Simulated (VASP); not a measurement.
# CdBr6 (Im-3m) in VASP: density of states with PBE

Aim: the density of states of CdBr6 with PBE.

Everything below comes from runs of VASP 6.6.1. Logs are shortened: lines on timing, memory, paths and dates and some standing lists are left out, and cuts for length are marked.

## Step 1: The cell of the first run

Symmetry: Im-3m, No. 229, cubic system. The conventional cell has a = 8.080 Å, b = 8.080 Å, c = 8.080 Å, α = 90.00°, β = 90.00°, γ = 90.00°. Within 3.7 Å of Cd (site symmetry m-3m) lie 6 Br at 2.78 Å. Br (site symmetry 4mm) has 1 Br at 2.51 Å and 1 Cd at 2.78 Å within 3.3 Å.

## Step 2: Density of states, PBE

Contents of POSCAR:

```
CdBr6
1.0
   -4.0397522612      4.0397522612      4.0397522612
    4.0397522612     -4.0397522612      4.0397522612
    4.0397522612      4.0397522612     -4.0397522612
Cd Br
1 6
Direct
    0.0000000000      0.0000000000      0.0000000000
    0.0000000000      0.3445067569      0.3445067569
    0.0000000000      0.6554932431      0.6554932431
    0.3445067569      0.0000000000      0.3445067569
    0.6554932431      0.0000000000      0.6554932431
    0.3445067569      0.3445067569      0.0000000000
    0.6554932431      0.6554932431      0.0000000000
```

Contents of INCAR.step1:

```
SYSTEM = CdBr6
  PREC = Accurate
  ENCUT = 520
  EDIFF = 1E-6
  ISMEAR = 0
  SIGMA = 0.1
  LREAL = .FALSE.
  LASPH = .TRUE.
  NELM = 60
  ALGO = Normal
  ISIF = 2
  LWAVE = .FALSE.
  LCHARG = .TRUE.
  GGA = PE
  NBANDS = 36
```

Contents of KPOINTS.step1:

```
regular mesh
0
G
  8 8 8
  0 0 0
```

Contents of INCAR.step2:

```
SYSTEM = CdBr6
  PREC = Accurate
  ENCUT = 520
  EDIFF = 1E-6
  ISMEAR = -5
  SIGMA = 0.1
  LREAL = .FALSE.
  LASPH = .TRUE.
  NELM = 60
  ALGO = Normal
  ISIF = 2
  LWAVE = .FALSE.
  LCHARG = .FALSE.
  GGA = PE
  LORBIT = 10
  NEDOS = 2001
  ICHARG = 11
```

Contents of KPOINTS.step2:

```
regular mesh
0
G
  12 12 12
  0 0 0
```

Potentials or basis: VASP PAW PBE potentials, release 64 (Cd, Br).

Started as:

```sh
$ cat potpaw_PBE.64/Cd/POTCAR potpaw_PBE.64/Br/POTCAR > POTCAR
$ cp INCAR.step1 INCAR
$ cp KPOINTS.step1 KPOINTS
$ mpirun -np 1 vasp_std > vasp.out
$ cp INCAR.step2 INCAR
$ cp KPOINTS.step2 KPOINTS
$ mpirun -np 1 vasp_std > vasp.out
```

OUTCAR:

```text
SYSTEM = CdBr6
   PREC = Accurate
   ENCUT = 520
   EDIFF = 1E-6
   ISMEAR = -5
   LREAL = .FALSE.
   LASPH = .TRUE.
   NELM = 60
   ISIF = 2
   GGA = PE
   LORBIT = 10
   ICHARG = 11

 ion  position               nearest neighbor table
   1  0.000  0.000  0.000-   2 2.78   3 2.78   4 2.78   5 2.78   6 2.78   7 2.78
   2  0.000  0.345  0.345-   3 2.51   1 2.78
   3  0.000  0.655  0.655-   2 2.51   1 2.78
   4  0.345  0.000  0.345-   5 2.51   1 2.78
   5  0.655  0.000  0.655-   4 2.51   1 2.78
   6  0.345  0.345  0.000-   7 2.51   1 2.78
   7  0.655  0.655  0.000-   6 2.51   1 2.78

  LATTYP: Found a body centered cubic cell.
 ALAT       =     8.0795045224

  Lattice vectors:

 A1 = (  -4.0397522612,   4.0397522612,   4.0397522612)
 A2 = (   4.0397522612,  -4.0397522612,   4.0397522612)
 A3 = (   4.0397522612,   4.0397522612,  -4.0397522612)

Analysis of symmetry for initial positions (statically):
=====================================================================
 Subroutine PRICEL returns:
 Original cell was already a primitive cell.

 Routine SETGRP: Setting up the symmetry group for a
 body centered cubic supercell.

 Subroutine GETGRP returns: Found 48 space group operations
 (whereof 48 operations were pure point group operations)
 out of a pool of 48 trial point group operations.

The static configuration has the point symmetry O_h .

Analysis of symmetry for dynamics (positions and initial velocities):
=====================================================================
 Subroutine PRICEL returns:
 Original cell was already a primitive cell.

 Routine SETGRP: Setting up the symmetry group for a
 body centered cubic supercell.

 Subroutine GETGRP returns: Found 48 space group operations
 (whereof 48 operations were pure point group operations)
 out of a pool of 48 trial point group operations.

The dynamic configuration has the point symmetry O_h .

 Subroutine INISYM returns: Found 48 space group operations
 (whereof 48 operations are pure point group operations),
 and found     1 'primitive' translations

----------------------------------------------------------------------------------------

                                     Primitive cell

  volume of cell :     263.7085

  direct lattice vectors                    reciprocal lattice vectors
    -4.039752261  4.039752261  4.039752261     0.000000000  0.123769966  0.123769966
     4.039752261 -4.039752261  4.039752261     0.123769966  0.000000000  0.123769966
     4.039752261  4.039752261 -4.039752261     0.123769966  0.123769966  0.000000000

  length of vectors
     6.997056166  6.997056166  6.997056166     0.175037165  0.175037165  0.175037165

  position of ions in fractional coordinates (direct lattice)
     0.000000000  0.000000000  0.000000000
     0.000000000  0.344506757  0.344506757
     0.000000000  0.655493243  0.655493243
     0.344506757  0.000000000  0.344506757
     0.655493243  0.000000000  0.655493243
     0.344506757  0.344506757  0.000000000
     0.655493243  0.655493243  0.000000000

  ion indices of the primitive-cell ions
   primitive index   ion index
                 1           1
                 2           2
                 3           3
                 4           4
                 5           5
                 6           6
                 7           7

----------------------------------------------------------------------------------------

 KPOINTS: regular mesh

Automatic generation of k-mesh.
 Grid dimensions read from file:
 generate k-points for:   12   12   12

 Generating k-lattice:

  Cartesian coordinates                     Fractional coordinates (reciprocal lattice)
     0.000000000  0.010314164  0.010314164     0.083333333  0.000000000  0.000000000
     0.010314164  0.000000000  0.010314164     0.000000000  0.083333333  0.000000000
     0.010314164  0.010314164  0.000000000     0.000000000  0.000000000  0.083333333

  Length of vectors
     0.014586430  0.014586430  0.014586430

  Shift w.r.t. Gamma in fractional coordinates (k-lattice)
     0.000000000  0.000000000  0.000000000

 TETIRR: Found   1910 inequivalent tetrahedra from    10368

 Subroutine IBZKPT returns following result:
 ===========================================

 Found     72 irreducible k-points:

 Following reciprocal coordinates:
            Coordinates               Weight
  0.000000  0.000000  0.000000      1.000000
  0.083333  0.000000  0.000000     12.000000
  0.166667  0.000000  0.000000     12.000000
  0.250000  0.000000  0.000000     12.000000
  0.333333  0.000000  0.000000     12.000000
  0.416667  0.000000  0.000000     12.000000
[... 16 lines left out ...]
  0.333333  0.083333  0.083333     24.000000
  0.416667  0.083333  0.083333     12.000000
 [... further k-points ...]
   k-points           NKPTS =     72   k-points in BZ     NKDIM =     72   number of bands    NBANDS=     32
   number of dos      NEDOS =   2001   number of ions     NIONS =      7
   total plane-waves  NPLWV = 157464
   dimension x,y,z NGX =    54 NGY =   54 NGZ =   54
   dimension x,y,z NGXF=   108 NGYF=  108 NGZF=  108
   ions per type =               1   6
   NGX,Y,Z   is equivalent  to a cutoff of  12.83, 12.83, 12.83 a.u.
   NGXF,Y,Z  is equivalent  to a cutoff of  25.66, 25.66, 25.66 a.u.
 SYSTEM =  CdBr6
   PREC   = accura    normal or accurate (medium, high low for compatibility)
   ISTART =      0    job   : 0-new  1-cont  2-samecut
   ICHARG =     11    charge: 1-file 2-atom 10-const
   ISPIN  =      1    spin polarized calculation?
   LNONCOLLINEAR =      F non collinear calculations
   LSORBIT =      F    spin-orbit coupling
   LASPH  =      T    aspherical Exc in radial PAW
   ENCUT  =  520.0 eV  38.22 Ry    6.18 a.u.  13.01 13.01 13.01*2*pi/ulx,y,z
   NELM   =     60;   NELMIN=  2; NELMDL=  0     # of ELM steps
   EDIFF  = 0.1E-05   stopping-criterion for ELM
   LREAL  =      F    real-space projection
   EDIFFG = 0.1E-04   stopping-criterion for IOM
   NSW    =      0    number of steps for IOM
   IBRION =     -1    ionic relax: 0-MD 1-quasi-New 2-CG
   NFREE  =      0    steps in history (QN), initial steepest desc. (CG)
   ISIF   =      2    stress and relaxation
   ISYM   =      2    0-nonsym 1-usesym 2-fastsym
   POTIM  = 0.5000    time-step for ionic-motion
   TEBEG  =    0.0;   TEEND  =   0.0 temperature during run
   PSTRESS=    0.0 pullay stress
   NELECT =      54.0000    total number of electrons
   NUPDOWN=      -1.0000    fix difference up-down
   EMIN   =  10.00;   EMAX   =-10.00  energy-range for DOS
   EFERMI =   0.00;   METHOD = LEGACY
   ISMEAR =    -5;   SIGMA  =   0.10  broadening in eV -4-tet -1-fermi 0-gaus
   EFERMI_NEDOS =   21; number of points for ismear=-14 and -15
   IALGO  =     38    algorithm
   IMIX   =      4    mixing-type and parameters
     AMIX     =   0.40;   BMIX     =  1.00
     AMIX_MAG =   1.60;   BMIX_MAG =  1.00
  volume/ion in A,a.u.               =      37.67       254.23
  Fermi-wavevector in a.u.,A,eV,Ry     =   0.964935  1.823463 12.668376  0.931099
  Thomas-Fermi vector in A             =   2.094609
   LORBIT       =     10    0 simple, 1 ext, 2 COOP (PROOUT), +10 PAW based schemes
   GGA     = PE    functional components
   LHFCALC =     F    Hartree Fock is set to
   AEXX    =    0.0000 exact exchange contribution
   IVDW    =     0    specifies the selected vdW correction
   LEPSILON=     F    determine dielectric tensor
   LRPA    =     F    only Hartree local field effects (RPA)
 non-spin polarized calculation
 Fermi weights with tetrahedron method with Bloechl corrections
  energy-cutoff  :      520.00
  volume of cell :      263.71
 maximum number of plane-waves:      7164
 NGX is ok and might be reduce to    54

 number of electron      53.9999999 magnetization

 Free energy of the ion-electron system (eV)
  ---------------------------------------------------
  ext. energy  EPLUGINS =         0.00000000
  ---------------------------------------------------
  free energy    TOTEN  =       -10.87017590 eV

  energy without entropy =      -10.87017590  energy(sigma->0) =      -10.87017590

 E-fermi :  -1.2758     XC(G=0):  -7.4031

 val. band max:       -1.3110910542   @ k =  -0.0833   0.0833   0.0833
 cond. band min:      -1.3133601519   @ k =   0.5000   0.5000   0.5000
 fundamental gap:     -0.0022690977
 Fermi energy:        -1.2757928157

 k-point     1 :       0.0000    0.0000    0.0000
  band No.  band energies     occupation
      1     -16.1728      2.00000
      2     -15.9179      2.00000
      3     -15.9179      2.00000
      4     -14.3515      2.00000
      5     -14.3515      2.00000
      6     -14.3515      2.00000
[... 24 lines left out ...]
     31       4.1618      0.00000
     32       6.4980      0.00000

 k-point     2 :       0.0833    0.0000    0.0000
  band No.  band energies     occupation
      1     -16.1660      2.00000
      2     -15.9199      2.00000
      3     -15.9195      2.00000
      4     -14.3623      2.00000
      5     -14.3517      2.00000
      6     -14.3502      2.00000
[... 24 lines left out ...]
     31       4.2274      0.00000
     32       6.4287      0.00000
[... 733 lines left out ...]
     31       5.4563      0.00000
     32       5.5784      0.00000

 k-point    24 :       0.4167    0.0833    0.0833
  band No.  band energies     occupation
      1     -16.0018      2.00000
      2     -16.0008      2.00000
      3     -15.9456      2.00000
      4     -14.5406      2.00000
      5     -14.3458      2.00000
      6     -14.3316      2.00000
[... 24 lines left out ...]
     31       5.3886      0.00000
     32       5.4716      0.00000

 [... further k-points ...]

------------------------ aborting loop because EDIFF is reached ----------------------------------------

  FORCE on cell =-STRESS in cart. coord.  units (eV):
  Direction    XX          YY          ZZ          XY          YZ          ZX
  --------------------------------------------------------------------------------------
  -------------------------------------------------------------------------------------
  Total        0.0229510      0.0229510      0.0229510     -0.0000000     -0.0000000     -0.0000000
  in kB        0.1394402      0.1394402      0.1394402     -0.0000000     -0.0000000     -0.0000000
  external PRESSURE =       0.1394402 kB  Pullay stress =       0.0000000 kB

 VOLUME and BASIS-vectors are now :
 -----------------------------------------------------------------------------
  energy-cutoff  :      520.00
  volume of cell :      263.71
      direct lattice vectors                 reciprocal lattice vectors
    -4.039752261  4.039752261  4.039752261     0.000000000  0.123769966  0.123769966
     4.039752261 -4.039752261  4.039752261     0.123769966  0.000000000  0.123769966
     4.039752261  4.039752261 -4.039752261     0.123769966  0.123769966  0.000000000

 POSITION                                       TOTAL-FORCE (eV/Angst)
 -----------------------------------------------------------------------------------
      0.00000      0.00000      0.00000         0.000000      0.000000      0.000000
      2.78344      0.00000      0.00000         0.025983      0.000000      0.000000
      5.29606      0.00000      0.00000        -0.025983      0.000000      0.000000
      0.00000      2.78344      0.00000         0.000000      0.025983      0.000000
      0.00000      5.29606      0.00000         0.000000     -0.025983      0.000000
      0.00000      0.00000      2.78344        -0.000000     -0.000000      0.025983
      0.00000      0.00000      5.29606         0.000000      0.000000     -0.025983
 -----------------------------------------------------------------------------------
    total drift:                               -0.000000     -0.000000     -0.000000

  FREE ENERGIE OF THE ION-ELECTRON SYSTEM (eV)
  ---------------------------------------------------
  free  energy   TOTEN  =       -10.8701759048 eV

  energy  without entropy=      -10.8701759048  energy(sigma->0) =      -10.87017590

 total charge

# of ion       s       p       d       tot
------------------------------------------
    1        0.482   0.195   9.535  10.212
    2        1.632   3.100   0.023   4.754
    3        1.632   3.100   0.023   4.754
    4        1.632   3.100   0.023   4.754
    5        1.632   3.100   0.023   4.754
    6        1.632   3.100   0.023   4.754
    7        1.632   3.100   0.023   4.754
--------------------------------------------------
tot         10.274  18.793   9.671  38.738
```

It took 16 min on 1 thread of Intel Xeon 6975P-C, shared host; peak memory 0.72 GiB.

What came out:

| Quantity | Value |
| --- | --- |
| Valence electrons inside the program's atomic spheres | Cd 10.21; Br 4.75 |

Caveat: tetrahedron occupations give inexact forces and stress in metals.
